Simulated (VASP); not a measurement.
Write the native input for VASP 6.6.1 that does the following.

| Item | Value |
| --- | --- |
| Task | single point |
| Functional | LDA |
| Potentials or basis | VASP PAW LDA potentials, release 64 (Al, Cu) |
| Cutoff | 520 eV |
| k mesh | 3 × 3 × 3 |
| Occupations | gaussian, width 0.1 eV |
| Spin | no spin polarisation |
| Dipole correction | no |
| Further INCAR settings | LREAL = Auto; ALGO = Normal; EDIFF = 1e-06; NBANDS = 72 |

The structure of Al30Cu (a cell with a defect) lies in POSCAR:

```
Al30Cu
1.0
    8.1000000000      0.0000000000      0.0000000000
    0.0000000000      8.1000000000      0.0000000000
    0.0000000000      0.0000000000      8.1000000000
Al Cu
30 1
Direct
    0.4941147871     -0.0130543007     -0.0050335529
    0.7495932813      0.2509376711      0.0018725266
    0.7505996045      0.0022579931      0.2496418853
    0.0034870646      0.0003441609      0.0019108407
    0.2492104397      0.2513820248      0.0009754100
    0.4936064537      0.5148618889     -0.0042965033
    0.7486141436      0.7511090086     -0.0014469192
    0.2481875249      0.0004282450      0.2462380818
    0.4989353069      0.2509547118      0.2472508352
    0.7506011633      0.4996509040      0.2494632252
    0.4995110404     -0.0005041833      0.5018196849
    0.7510130377      0.2511445719      0.4992382194
    0.7478811012     -0.0008414527      0.7499722082
    0.0028685281      0.5010276909      0.0016990285
    0.0000348853      0.2506398987      0.2499408409
    0.2472697602      0.5017469435      0.2467235336
    0.4942712020      0.7509162495      0.2469263311
    0.0000740234      0.0015684945      0.4991611214
    0.2473869176      0.2510991424      0.5002090160
    0.4991416591      0.5023984536      0.5015062543
    0.7463987163      0.7509213074      0.5020503264
    0.2541110634     -0.0130688160      0.7561780844
    0.4982890652      0.2509258297      0.7512139987
    0.7469772756      0.5031164002      0.7502995959
    0.0004624355      0.7509424225      0.2493223822
   -0.0001670186      0.5002176085      0.4993306841
    0.2516278838      0.7513864407      0.5011761662
    0.0022475457      0.2508866942      0.7512832131
    0.2539035643      0.5152955001      0.7556740413
    0.0021968494      0.7510396260      0.7554810542
    0.2384331948      0.7502202700      0.0101407858
```

One way to write it, as run:

INCAR

```
  PREC = Accurate
  ENCUT = 520
  EDIFF = 1E-6
  ISMEAR = 0
  SIGMA = 0.1
  LREAL = Auto
  LASPH = T
  NELM = 80
  ALGO = Normal
  ISIF = 2
  LWAVE = F
  LCHARG = F
  NBANDS = 72
```

KPOINTS

```
Automatic mesh
0
Gamma
  3 3 3
```

Potentials or basis: VASP PAW LDA potentials, release 64 (Al, Cu).

Command:

```sh
$ cat potpaw_LDA.64/Al/POTCAR potpaw_LDA.64/Cu/POTCAR > POTCAR
$ mpirun -np 1 vasp_std > vasp.out
```

Results of the run:

```json
{"Pressure": "-5.5 GPa", "Largest force": "0.020 eV/Å", "Band gap on the k mesh": "zero (an odd number of electrons rules out a gap without spin polarisation)"}
```

It took 23 min on 1 thread of Oxide Virtual Turin-like Processor, on a shared host, peak memory 0.54 GiB.
